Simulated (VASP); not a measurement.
Si, 2 atoms in the cell. The structure is cubic, space group Fd-3m (No. 227). The conventional cell has a = 5.429 Å, b = 5.429 Å, c = 5.429 Å, α = 90.00°, β = 90.00°, γ = 90.00°. Within 3.1 Å of Si (site symmetry -43m) lie 4 Si at 2.35 Å.  This cell differs from its parent crystal: volume scaled by 0.96.

| Property | Result |
| --- | --- |
| Program | VASP 6.6.1 |
| Task | single point |
| Functional | RPBE |
| Potentials or basis | VASP PAW PBE potentials, release 64 (Si) |
| Cutoff | 520 eV |
| k mesh | 9 × 9 × 9 |
| Occupations | fermi-dirac, width 0.05 eV |
| Spin | no spin polarisation |
| Dipole correction | no |
| Further INCAR settings | ALGO = Normal; EDIFF = 1e-06; NBANDS = 11 |

Potentials or basis: VASP PAW PBE potentials, release 64 (Si).

Launch:

```console
$ cat potpaw_PBE.64/Si/POTCAR > POTCAR
$ mpirun -np 1 vasp_std > vasp.out
```

Hardware: 1 thread of Intel(R) Xeon(R) Platinum 8375C CPU @ 2.90GHz (Ice Lake), with other jobs on the host.

Q: Estimate the wall time of this run.

A: Run time: 25 s on 1 thread of Intel(R) Xeon(R) Platinum 8375C CPU @ 2.90GHz (Ice Lake), on a shared host, peak memory 0.15 GiB. Counts: scf iterations 12, k points 35.
